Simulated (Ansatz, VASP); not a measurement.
**PbF2: VASP beside Ansatz**

The input POSCAR:

```
PbF2
1.0
    6.0240560000      0.0000000000      0.0000000000
    0.0000000000      3.0020500000      3.0112850000
    0.0000000000     -3.0020500000      3.0112850000
Pb F
2 4
Direct
    0.5000000000      0.9774790000      0.9774790000
    0.0000000000      0.4774790000      0.4774790000
    0.7647730000      0.9736080000      0.4586660000
    0.2352270000      0.4586660000      0.9736080000
    0.7352270000      0.4736080000      0.9586660000
    0.2647730000      0.9586660000      0.4736080000
```

The input INCAR.step1:

```
SYSTEM = PbF2
PREC = Accurate
ENCUT = 520
ISMEAR = 0
SIGMA = 0.01
LREAL = .FALSE.
LASPH = .TRUE.
NELM = 80
NBANDS = 37
GGA = PE
ALGO = Normal
EDIFF = 1E-4
LWAVE = .TRUE.
LCHARG = .FALSE.
```

The input INCAR.step2:

```
SYSTEM = PbF2
PREC = Accurate
ENCUT = 520
EDIFF = 1E-7
ISMEAR = 0
SIGMA = 0.01
LREAL = .FALSE.
LASPH = .TRUE.
NELM = 80
ALGO = Normal
ISIF = 2
LWAVE = .FALSE.
LCHARG = .FALSE.
METAGGA = R2SCAN
LMIXTAU = .TRUE.
NBANDS = 37
ISTART = 1
```

File KPOINTS:

```
Automatic mesh
0
G
  4 5 5
  0 0 0
```

Input for Ansatz:

```yaml
crystal:
  lattice:
    - [6.024056, 0.0, 0.0]
    - [0.0, 3.00205, 3.011285]
    - [0.0, -3.00205, 3.011285]
  atoms:
    - { symbol: Pb, position: [0.5, 0.977479, 0.977479] }
    - { symbol: Pb, position: [0.0, 0.477479, 0.477479] }
    - { symbol: F, position: [0.764773, 0.973608, 0.458666] }
    - { symbol: F, position: [0.235227, 0.458666, 0.973608] }
    - { symbol: F, position: [0.735227, 0.473608, 0.958666] }
    - { symbol: F, position: [0.264773, 0.958666, 0.473608] }
kpoints:
  mp_grid:
    grid: [4, 5, 5]
hamiltonian:
  xc: r2scan
  pseudopotentials:
    kind: paw
scf:
  occupations:
    method: fixed
output:
  eigenvalues: true
```

Alike in both runs: task single point; functional r2SCAN; k mesh 4 × 5 × 5; no spin polarisation.

```csv
,VASP,Ansatz
version,VASP 6.6.1,Ansatz 0.2.0
potentials or method,"VASP PAW PBE potentials, release 64 (Pb_d, F)","plane waves, PAW"
plane-wave cutoff (eV),520,500
occupations,"gaussian, width 0.01 eV",fixed
valence electrons in the cell,56,56
```

```csv
,VASP,Ansatz,Ansatz less VASP
gap on the k mesh at the Fermi level (eV),4.94,4.94,0.000
```

VASP's potentials were made for PBE, not for r2SCAN.

Spin-orbit coupling is off throughout.
